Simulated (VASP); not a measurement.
Te: single point with PBEsol

The system is Te.

```xyz
2
Lattice="-2.9578 3.8760 1.5352 2.9578 -3.8760 1.5352 2.9578 3.8760 -1.5352" Properties=species:S:1:pos:R:3 pbc="T T T"
Te    0.0000    5.8139    0.7647
Te    2.9578   -1.9380    0.7204
```

```json
{
 "Program": "VASP 6.6.1",
 "Task": "single point",
 "Functional": "PBEsol",
 "Potentials or basis": "VASP PAW PBE potentials, release 64 (Te)",
 "Cutoff": "520 eV",
 "k mesh": "10 × 10 × 10",
 "Occupations": "fermi-dirac, width 0.1 eV",
 "Spin": "no spin polarisation"
}
```

* Pressure: -1.5 GPa
* Largest force: 0.017 eV/Å
* Band gap on the k mesh: zero (bands 6 and 7 overlap by 3.74 eV)

Forces in eV/Å, atoms in the order of the input:
```
Te   0.000  0.000 -0.017
Te   0.000  0.000  0.017
```

Stress tensor (GPa, compression positive):
```
-0.69  0.00  0.00
 0.00 -1.36  0.00
 0.00  0.00 -2.33
```

Levels at points of the mesh, in eV from the Fermi level:
```csv
k point,band 4,band 5,band 6,band 7,band 8,band 9
"(0.00, 0.00, 0.00)",-2.08,-1.58,2.84,2.97,3.58,3.82
"(0.50, 0.00, 0.00)",-4.01,-3.46,-1.22,1.00,3.04,3.94
"(0.00, 0.50, 0.00)",-4.69,-0.63,-0.53,0.12,0.13,6.08
"(0.50, 0.50, 0.00)",-2.45,-1.80,-1.80,3.53,3.53,7.15
"(0.50, 0.50, 0.50)",-4.58,0.58,2.49,3.91,4.91,7.33
```

It took 110 s on 1 thread of Intel(R) Xeon(R) Platinum 8488C (Sapphire Rapids), with other jobs on the host, peak memory 0.31 GiB.

Caveat: the PAW data sets were made with another functional, which shifts forces and pressure a little; spin-orbit coupling is left out, which moves the levels of the heavy elements.
